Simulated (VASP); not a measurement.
Input of a VASP 6.6.1 run:

The input INCAR:

```
ALGO = Normal ; EDIFF = 1E-6
ENCUT = 500 ; GGA = PS
GGA_COMPAT = F ; ISIF = 2
ISMEAR = 0 ; LASPH = T
LCHARG = F ; LREAL = F
LWAVE = F ; NBANDS = 22
NELM = 120 ; PREC = Accurate
SIGMA = 0.15
```

File KPOINTS:

```
k-points
0
Gamma
  18 18 12
```

File POSCAR:

```
Rh
1.0
    2.6490496710      0.0000000000      0.0000000000
   -1.3245248355      2.2941443109      0.0000000000
    0.0000000000      0.0000000000      4.5613436700
Rh
2
Direct
    0.6666666667      0.3333333333      0.7500000000
    0.3333333333      0.6666666667      0.2500000000
```

Potentials or basis: VASP PAW PBE potentials, release 64 (Rh_pv).

Command:

```console
$ cat potpaw_PBE.64/Rh_pv/POTCAR > POTCAR
$ mpirun -np 1 vasp_std > vasp.out
```

Estimate the band gap on the k mesh.

zero (bands 15 and 16 overlap by 2.62 eV).

Estimate the pressure.

-5.2 GPa.

Stress tensor (GPa, compression positive):
```
  0.56   0.00   0.00
  0.00   0.56   0.00
  0.00   0.00 -16.71
```

Caveat: the cell differs from its parent crystal (strain -0.030 along x and y, +0.030 along z); the cell stands under tension; the PAW data sets were made with another functional, which shifts forces and pressure a little.
